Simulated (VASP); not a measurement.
**Sn2TeS: relaxation of cell and atoms with PBE**

Sn2TeS:

```
CELL_PARAMETERS angstrom
4.65260 0.00000 0.00000
-2.32630 4.02927 0.00000
0.00000 0.00000 5.89142
ATOMIC_POSITIONS crystal
Sn 0.00000 0.00000 0.25019
Sn 0.00000 0.00000 0.74981
Te 0.33333 0.66667 0.00000
S 0.66667 0.33333 0.50000
```

The cell was built from a structure type or drawn by symmetry, and may not be a known phase.

```yaml
Program: VASP 6.6.1
Task: relaxation of cell and atoms
Functional: PBE
Potentials_or_basis: VASP PAW PBE potentials, release 64 (Sn_d, Te, S)
Cutoff: 600 eV
k_mesh: 6 × 6 × 4
Occupations: gaussian, width 0.1 eV
Spin: no spin polarisation
Dipole_correction: no
Further_INCAR_settings: ALGO = Normal; EDIFF = 1e-07; IBRION = 2; EDIFFG = -0.04; NSW = 90; ISIF = 3
```

```yaml
Relaxed_volume: 29.25 Å³/atom
Relaxed_cell: a = 4.243 Å, b = 4.243 Å, c = 7.503 Å, α = 90.00°, β = 90.00°, γ = 120.00°
Space_group_after_relaxing_to_0.1_Å: P-6m2 (No. 187)
Energy_gained_by_relaxing: 258.0 meV/atom
Ionic_steps: 10
Pressure_after_relaxing: 0.1 GPa
Largest_force_after_relaxing: 0.022 eV/Å
Band_gap_on_the_k_mesh: zero (bands 20 and 21 overlap by 0.39 eV)
```

Forces on the atoms (eV/Å):
```
Sn   0.000  0.000 -0.022
Sn   0.000  0.000  0.022
Te   0.000  0.000  0.000
S    0.000  0.000  0.000
```

Step by step:
```tsv
step	energy change (eV)	largest force (eV/Å)	pressure (GPa)	volume (Å³)
1	0.0000	1.2844	4.91	110.44
2	-0.4828	0.5065	-1.49	124.31
3	-0.5055	0.3970	-2.54	127.75
4	-0.8228	0.2436	-1.42	123.23
5	-1.0023	0.2214	0.36	117.28
6	-1.0051	0.3369	0.76	116.07
7	-1.0227	0.2581	-0.35	118.40
8	-1.0227	0.2560	-0.38	118.47
9	-1.0310	0.0982	-0.05	117.48
10	-1.0320	0.0217	0.13	117.00
```

Final structure:
```
Sn Te S
1.0
     4.24341    0.00000    0.00000
    -2.12170    3.67490    0.00000
     0.00000    0.00000    7.50297
Sn Te S
2 1 1
Direct
  0.00000 0.00000 0.27202
  0.00000 0.00000 0.72798
  0.33333 0.66667 0.00000
  0.66667 0.33333 0.50000
```

Levels at points of the mesh, in eV from the Fermi level:
```
           k point  band 17  band 18  band 19  band 20  band 21  band 22  band 23  band 24
(0.00, 0.00, 0.00)    -2.48    -1.17    -1.17    -0.01     0.92     2.40     2.45     2.45
(0.50, 0.00, 0.00)    -3.45    -1.71    -1.62    -0.89     0.03     1.04     2.09     3.23
(0.00, 0.00, 0.50)    -1.82    -1.17    -1.17    -1.13     2.07     2.07     2.47     2.47
(0.50, 0.00, 0.50)    -3.20    -2.88    -2.58    -2.31     1.43     2.22     2.55     2.61
```

It took 7 min on 1 thread of AMD EPYC 9R45 96-Core Processor (Zen 5), with other jobs on the host, peak memory 0.29 GiB.

Caveat: semilocal functionals underestimate gaps, so a narrow gap can read as zero; a cell axis changed by over 15 % at a fixed basis, so the end point is rough; spin-orbit coupling is left out, which moves the levels of the heavy elements.
